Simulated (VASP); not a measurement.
SiO2, 6 atoms in the cell. The structure is orthorhombic, space group Pnnm (No. 58). The conventional cell has a = 4.185 Å, b = 4.185 Å, c = 2.669 Å, α = 90.00°, β = 90.00°, γ = 90.00°. Si (site symmetry 2/m) has 6 O at 1.77 to 1.82 Å within 2.3 Å. Within 2.7 Å of O (site symmetry m) lie 3 Si at 1.77 to 1.82 Å and 12 O at 2.32 to 2.69 Å.  This cell differs from its parent crystal: atoms displaced along a vibrational mode.

```yaml
Program: VASP 6.6.1
Task: single point
Functional: r2SCAN
Potentials_or_basis: VASP PAW PBE potentials, release 64 (Si, O)
Cutoff: 520 eV
k_mesh: 6 × 6 × 8
Occupations: gaussian, width 0.05 eV
Spin: no spin polarisation
Dipole_correction: no
Further_INCAR_settings: ALGO = Normal; EDIFF = 1e-07; NBANDS = 25
```

Potentials or basis: VASP PAW PBE potentials, release 64 (Si, O).

Launch:

```bash
$ cat potpaw_PBE.64/Si/POTCAR potpaw_PBE.64/O/POTCAR > POTCAR
$ cp INCAR.step1 INCAR
$ mpirun -np 1 vasp_std > vasp.out
$ cp INCAR.step2 INCAR
$ mpirun -np 1 vasp_std > vasp.out
```

Hardware: 1 thread of Intel(R) Xeon(R) Platinum 8259CL CPU @ 2.50GHz (Skylake/Cascade Lake), with other jobs on the host.

Problem. Estimate the wall time of this run.

Solution. Run time: 3.9 min on 1 thread of Intel(R) Xeon(R) Platinum 8259CL CPU @ 2.50GHz (Skylake/Cascade Lake), on a shared host, peak memory 0.2 GiB. Counts: k points 80.
